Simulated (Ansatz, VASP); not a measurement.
Al32O: VASP beside Ansatz

```xyz
33
Lattice="8.1000 0.0000 0.0000 0.0000 8.1000 0.0000 0.0000 0.0000 8.1000" Properties=species:S:1:pos:R:3 pbc="T T T"
Al    4.0851   -0.0351   -0.0013
Al    6.0463    2.0157    0.0099
Al    6.0660   -0.0064    2.0320
Al   -0.0120   -0.0256    0.0102
Al    2.1088    1.9412    0.0841
Al    4.0757    4.0621    0.0102
Al    6.0376    6.1125   -0.0015
Al    2.0232   -0.0350    2.0606
Al    4.0850    2.0269    2.0606
Al    6.0372    4.0504    2.0607
Al    4.0564   -0.0063    4.0416
Al    6.0376    2.0271    4.0132
Al    6.0372   -0.0350    6.0751
Al   -0.0869    4.1369    0.0858
Al    2.0344    6.1038    0.0099
Al   -0.0119    2.0154    2.0514
Al    2.0346    4.0620    2.0514
Al    4.0564    6.0840    2.0320
Al   -0.0005   -0.0352    4.0127
Al    2.0343    2.0158    4.0220
Al    4.0852    4.0505    4.0127
Al    6.0659    6.0841    4.0415
Al    2.0346   -0.0256    6.0636
Al    4.0757    2.0155    6.0636
Al    6.0464    4.0620    6.0636
Al   -0.0004    6.1128    2.0607
Al   -0.0120    4.0621    4.0221
Al    2.0230    6.1125    4.0132
Al   -0.0864    1.9399    5.9888
Al    2.1102    4.1365    5.9887
Al    4.0851    6.1128    6.0751
Al   -0.0119    6.1037    6.0636
O     1.0105    3.0396    7.0866
```

Alike in both runs: functional PBEsol; k mesh 2 × 2 × 2; occupations fermi-dirac, width 0.15 eV; no spin polarisation.

Ansatz relaxed the structure, and its values are those at the end. VASP's run is a single point on that final structure, the one shown.

|  | VASP | Ansatz |
| --- | --- | --- |
| version | VASP 6.6.1 | Ansatz 0.2.0 |
| potentials or method | VASP PAW PBE potentials, release 64 (Al, O), cutoff 520 eV | scalar-relativistic, plane waves, PAW |
| valence electrons in the cell | 102 | 102 |

|  | VASP | Ansatz | Ansatz less VASP |
| --- | --- | --- | --- |
| rms of the force components (eV/Å) | 0.004 | 0.002 | -0.0017 |

VASP's potentials were made for PBE, not for PBEsol, and Ansatz warns of the same on its side. With one functional, cell and mesh, what is left measures potentials, basis and numerics.

The k mesh is coarse, so the values compare programs but aren't converged.
